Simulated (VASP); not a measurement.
# As (P6_3/mmc) in VASP: notebook

As is run at these levels: PBE; tasks: single point, relaxation of cell and atoms.

All numbers are computed with VASP 6.6.1; they aren't measurements. Logs are shortened: lines on timing, memory, paths and dates and some standing lists are left out, and cuts for length are marked.

### 1 The cell of the first run

It takes space group P6_3/mmc (No. 194, hexagonal). The conventional cell has a = 2.293 Å, b = 2.293 Å, c = 3.650 Å, α = 90.00°, β = 90.00°, γ = 120.00°. Within 3.0 Å of As (site symmetry -6m2) lie 12 As at 2.25 to 2.29 Å.

### 2 Single point, PBE

Input file INCAR:

```
SYSTEM = As
ALGO = Normal
EDIFF = 1E-6
ENCUT = 520
GGA = PE
ISIF = 2
ISMEAR = -1
LASPH = .TRUE.
LCHARG = .FALSE.
LREAL = .FALSE.
LWAVE = .FALSE.
NBANDS = 12
NELM = 100
PREC = Accurate
SIGMA = 0.1
```

Input file KPOINTS:

```
k-points
0
G
  19 19 11
  0 0 0
```

Input file POSCAR:

```
As
1.0
    2.2928638283      0.0000000000      0.0000000000
   -1.1464319142      1.9856783227      0.0000000000
    0.0000000000      0.0000000000      3.6495647232
As
2
Direct
    0.3333333333      0.6666666667      0.2500000000
    0.6666666667      0.3333333333      0.7500000000
```

Potentials or basis: VASP PAW PBE potentials, release 64 (As).

Started as:

```
$ cat potpaw_PBE.64/As/POTCAR > POTCAR
$ mpirun -np 1 vasp_std > vasp.out
```

OUTCAR:

```text
SYSTEM = As
   EDIFF = 1E-6
   ENCUT = 520
   GGA = PE
   ISIF = 2
   ISMEAR = -1
   LASPH = .TRUE.
   LREAL = .FALSE.
   NELM = 100
   PREC = Accurate

 ion  position               nearest neighbor table
   1  0.333  0.667  0.250-   2 2.25   2 2.25   2 2.25   2 2.25   2 2.25   2 2.25
   2  0.667  0.333  0.750-   1 2.25   1 2.25   1 2.25   1 2.25   1 2.25   1 2.25

  LATTYP: Found a hexagonal cell.
 ALAT       =     2.2928638283
 C/A-ratio  =     1.5917058301

  Lattice vectors:

 A1 = (   2.2928638283,   0.0000000000,   0.0000000000)
 A2 = (  -1.1464319142,   1.9856783227,   0.0000000000)
 A3 = (   0.0000000000,   0.0000000000,   3.6495647232)

Analysis of symmetry for initial positions (statically):
=====================================================================
 Subroutine PRICEL returns:
 Original cell was already a primitive cell.

 Routine SETGRP: Setting up the symmetry group for a
 hexagonal supercell.

 Subroutine GETGRP returns: Found 24 space group operations
 (whereof 12 operations were pure point group operations)
 out of a pool of 24 trial point group operations.

The static configuration has the point symmetry D_3d.
 The point group associated with its full space group is D_6h.

Analysis of symmetry for dynamics (positions and initial velocities):
=====================================================================
 Subroutine PRICEL returns:
 Original cell was already a primitive cell.

 Routine SETGRP: Setting up the symmetry group for a
 hexagonal supercell.

 Subroutine GETGRP returns: Found 24 space group operations
 (whereof 12 operations were pure point group operations)
 out of a pool of 24 trial point group operations.

The dynamic configuration has the point symmetry D_3d.
 The point group associated with its full space group is D_6h.

 Subroutine INISYM returns: Found 24 space group operations
 (whereof 12 operations are pure point group operations),
 and found     1 'primitive' translations

----------------------------------------------------------------------------------------

                                     Primitive cell

  volume of cell :      16.6161

  direct lattice vectors                    reciprocal lattice vectors
     2.292863828  0.000000000  0.000000000     0.436135800  0.251803122  0.000000000
    -1.146431914  1.985678323  0.000000000     0.000000000  0.503606243  0.000000000
     0.000000000  0.000000000  3.649564723     0.000000000  0.000000000  0.274005279

  length of vectors
     2.292863828  2.292863828  3.649564723     0.503606243  0.503606243  0.274005279

  position of ions in fractional coordinates (direct lattice)
     0.333333333  0.666666667  0.250000000
     0.666666667  0.333333333  0.750000000

  ion indices of the primitive-cell ions
   primitive index   ion index
                 1           1
                 2           2

----------------------------------------------------------------------------------------

 KPOINTS: k-points

Automatic generation of k-mesh.
 Grid dimensions read from file:
 generate k-points for:   19   19   11

 Generating k-lattice:

  Cartesian coordinates                     Fractional coordinates (reciprocal lattice)
     0.022954516  0.013252796  0.000000000     0.052631579  0.000000000  0.000000000
     0.000000000  0.026505592  0.000000000     0.000000000  0.052631579  0.000000000
     0.000000000  0.000000000  0.024909571     0.000000000  0.000000000  0.090909091

  Length of vectors
     0.026505592  0.026505592  0.024909571

  Shift w.r.t. Gamma in fractional coordinates (k-lattice)
     0.000000000  0.000000000  0.000000000

 Subroutine IBZKPT returns following result:
 ===========================================

 Found    240 irreducible k-points:

 Following reciprocal coordinates:
            Coordinates               Weight
  0.000000  0.000000  0.000000      1.000000
  0.052632  0.000000  0.000000      6.000000
  0.105263  0.000000  0.000000      6.000000
  0.157895  0.000000  0.000000      6.000000
  0.210526  0.000000  0.000000      6.000000
  0.263158  0.000000  0.000000      6.000000
[... 16 lines left out ...]
  0.263158  0.105263  0.000000     12.000000
  0.315789  0.105263  0.000000     12.000000
 [... further k-points ...]
   k-points           NKPTS =    240   k-points in BZ     NKDIM =    240   number of bands    NBANDS=     12
   number of dos      NEDOS =    301   number of ions     NIONS =      2
   total plane-waves  NPLWV =   9072
   dimension x,y,z NGX =    18 NGY =   18 NGZ =   28
   dimension x,y,z NGXF=    36 NGYF=   36 NGZF=   56
   ions per type =               2
   NGX,Y,Z   is equivalent  to a cutoff of  13.05, 13.05, 12.75 a.u.
   NGXF,Y,Z  is equivalent  to a cutoff of  26.10, 26.10, 25.51 a.u.
 SYSTEM =  As
   PREC   = accura    normal or accurate (medium, high low for compatibility)
   ISTART =      0    job   : 0-new  1-cont  2-samecut
   ICHARG =      2    charge: 1-file 2-atom 10-const
   ISPIN  =      1    spin polarized calculation?
   LNONCOLLINEAR =      F non collinear calculations
   LSORBIT =      F    spin-orbit coupling
   LASPH  =      T    aspherical Exc in radial PAW
   ENCUT  =  520.0 eV  38.22 Ry    6.18 a.u.   4.26  4.26  6.79*2*pi/ulx,y,z
   NELM   =    100;   NELMIN=  2; NELMDL= -5     # of ELM steps
   EDIFF  = 0.1E-05   stopping-criterion for ELM
   LREAL  =      F    real-space projection
   EDIFFG = 0.1E-04   stopping-criterion for IOM
   NSW    =      0    number of steps for IOM
   IBRION =     -1    ionic relax: 0-MD 1-quasi-New 2-CG
   NFREE  =      0    steps in history (QN), initial steepest desc. (CG)
   ISIF   =      2    stress and relaxation
   ISYM   =      2    0-nonsym 1-usesym 2-fastsym
   POTIM  = 0.5000    time-step for ionic-motion
   TEBEG  =    0.0;   TEEND  =   0.0 temperature during run
   PSTRESS=    0.0 pullay stress
   NELECT =      10.0000    total number of electrons
   NUPDOWN=      -1.0000    fix difference up-down
   EMIN   =  10.00;   EMAX   =-10.00  energy-range for DOS
   EFERMI =   0.00;   METHOD = LEGACY
   ISMEAR =    -1;   SIGMA  =   0.10  broadening in eV -4-tet -1-fermi 0-gaus
   EFERMI_NEDOS =   21; number of points for ismear=-14 and -15
   IALGO  =     38    algorithm
   IMIX   =      4    mixing-type and parameters
     AMIX     =   0.40;   BMIX     =  1.00
     AMIX_MAG =   1.60;   BMIX_MAG =  1.00
  volume/ion in A,a.u.               =       8.31        56.07
  Fermi-wavevector in a.u.,A,eV,Ry     =   1.382183  2.611946 25.992961  1.910429
  Thomas-Fermi vector in A             =   2.506898
   LORBIT       =      0    0 simple, 1 ext, 2 COOP (PROOUT), +10 PAW based schemes
   GGA     = PE    functional components
[... 5 lines left out ...]
 non-spin polarized calculation
  energy-cutoff  :      520.00
  volume of cell :       16.62
 maximum number of plane-waves:       469
 NGX is ok and might be reduce to    18
   NGX =  9   NGY =  9   NGZ = 13

 number of electron      10.0000000 magnetization

 number of electron       9.9999996 magnetization

 Free energy of the ion-electron system (eV)
  ---------------------------------------------------
  ext. energy  EPLUGINS =         0.00000000
  ---------------------------------------------------
  free energy    TOTEN  =         5.27974479 eV

  energy without entropy =        5.29996230  energy(sigma->0) =        5.28985355

 E-fermi :  20.4295     XC(G=0): -14.7763

 val. band max:       20.4235841889   @ k =   0.3158   0.0526   0.0000
 cond. band min:      20.4404379002   @ k =   0.1579   0.1579   0.4545
 fundamental gap:      0.0168537112
 Fermi energy:        20.4294602382

 k-point     1 :       0.0000    0.0000    0.0000
  band No.  band energies     occupation
      1      -6.3136      2.00000
      2       4.9387      2.00000
      3       6.0812      2.00000
      4      29.5957      0.00000
      5      29.5957      0.00000
      6      32.2219      0.00000
      7      32.2219      0.00000
      8      33.9900      0.00000
      9      35.4530      0.00000
     10      37.3643      0.00000
     11      39.6868      0.00000
     12      40.7680      0.00000

 k-point     2 :       0.0526    0.0000    0.0000
  band No.  band energies     occupation
      1      -6.2047      2.00000
      2       5.0587      2.00000
      3       6.1774      2.00000
      4      27.7777      0.00000
      5      28.6145      0.00000
      6      31.4414      0.00000
      7      33.3310      0.00000
      8      35.6080      0.00000
      9      36.2385      0.00000
     10      37.2691      0.00000
     11      38.4972      0.00000
     12      38.6585      0.00000

 k-point     3 :       0.1053    0.0000    0.0000
  band No.  band energies     occupation
      1      -5.8779      2.00000
      2       5.4176      2.00000
      3       6.4665      2.00000
      4      24.6543      0.00000
      5      27.0578      0.00000
      6      30.3609      0.00000
      7      35.0369      0.00000
      8      35.1357      0.00000
      9      35.1846      0.00000
     10      37.2393      0.00000
     11      37.8679      0.00000
     12      38.0335      0.00000
[... 286 lines left out ...]
 k-point    23 :       0.2632    0.1053    0.0000
  band No.  band energies     occupation
      1      -2.0371      2.00000
      2       9.4593      2.00000
      3       9.7963      2.00000
      4      12.7613      2.00000
      5      18.4728      2.00000
      6      23.9445      0.00000
      7      23.9826      0.00000
      8      29.3578      0.00000
      9      30.1943      0.00000
     10      31.1003      0.00000
     11      40.7104      0.00000
     12      40.8660      0.00000

 k-point    24 :       0.3158    0.1053    0.0000
  band No.  band energies     occupation
      1      -0.6037      2.00000
      2       9.5938      2.00000
      3      10.8788      2.00000
      4      11.5814      2.00000
      5      17.7946      2.00000
      6      21.4045      0.00012
      7      21.5370      0.00003
      8      28.7075      0.00000
      9      29.5720      0.00000
     10      30.5993      0.00000
     11      40.3344      0.00000
     12      40.8362      0.00000

 [... further k-points ...]
[... 5 lines left out ...]
  --------------------------------------------------------------------------------------
  -------------------------------------------------------------------------------------
  Total       44.5167273     44.5167273     44.5257140     -0.0000000      0.0000000      0.0000000
  in kB     4292.4533447   4292.4533445   4293.3198767     -0.0000001      0.0000000      0.0000000
  external PRESSURE =    4292.7421886 kB  Pullay stress =       0.0000000 kB

 VOLUME and BASIS-vectors are now :
 -----------------------------------------------------------------------------
  energy-cutoff  :      520.00
  volume of cell :       16.62
      direct lattice vectors                 reciprocal lattice vectors
     2.292863828  0.000000000  0.000000000     0.436135800  0.251803122  0.000000000
    -1.146431914  1.985678323  0.000000000     0.000000000  0.503606243  0.000000000
     0.000000000  0.000000000  3.649564723     0.000000000  0.000000000  0.274005279

 POSITION                                       TOTAL-FORCE (eV/Angst)
 -----------------------------------------------------------------------------------
     -0.00000      1.32379      0.91239         0.000000      0.000000      0.000000
      1.14643      0.66189      2.73717        -0.000000      0.000000      0.000000
 -----------------------------------------------------------------------------------
    total drift:                               -0.000000      0.000000     -0.000000

  FREE ENERGIE OF THE ION-ELECTRON SYSTEM (eV)
  ---------------------------------------------------
  free  energy   TOTEN  =         5.2797447949 eV

  energy  without entropy=        5.2999622960  energy(sigma->0) =        5.28985355
```

Wall time 38 s (1 thread of AMD EPYC 7R43 (Zen 3), shared host); peak memory 0.11 GiB.

Results:

| Quantity | Value |
| --- | --- |
| Free energy | 5.2797 eV |
| Pressure | 429.3 GPa |
| Band gap on the k mesh | zero (band 5 reaches 31.84 eV, above the bottom of band 6 at 11.70 eV) |

(Part 1 of 3 ends here.)
